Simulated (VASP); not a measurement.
A run of VASP 6.6.1:

The input INCAR:

```
SYSTEM = Ti
  ALGO = Fast
  EDIFF = 1E-7
  ENCUT = 520
  GGA = PE
  ISIF = 2
  ISMEAR = 0
  LASPH = .TRUE.
  LCHARG = .FALSE.
  LREAL = .FALSE.
  LWAVE = .FALSE.
  NBANDS = 19
  NELM = 80
  PREC = Accurate
  SIGMA = 0.15
```

Contents of KPOINTS:

```
k-points
0
G
  18 18 10
  0 0 0
```

Contents of POSCAR:

```
Ti
1.0
    3.1269977320      0.0000000000      0.0000000000
   -1.5634988660      2.7080594735      0.0000000000
    0.0000000000      0.0000000000      4.6860000000
Ti
2
Direct
    0.3333333333      0.6666666667      0.2500000000
    0.6666666667      0.3333333333      0.7500000000
```

Potentials or basis: VASP PAW PBE potentials, release 64 (Ti_sv).

The run is started by

```sh
$ cat potpaw_PBE.64/Ti_sv/POTCAR > POTCAR
$ mpirun -np 1 vasp_std > vasp.out
```

Hardware: 1 thread of AMD EPYC 9R45 96-Core Processor (Zen 5), on a shared host.

Task: How long does it take, and how much memory?

Result: Wall time 5.6 min on 1 thread of AMD EPYC 9R45 96-Core Processor (Zen 5) (shared host), peak memory 0.22 GiB. Counts: scf iterations 45, k points 222.
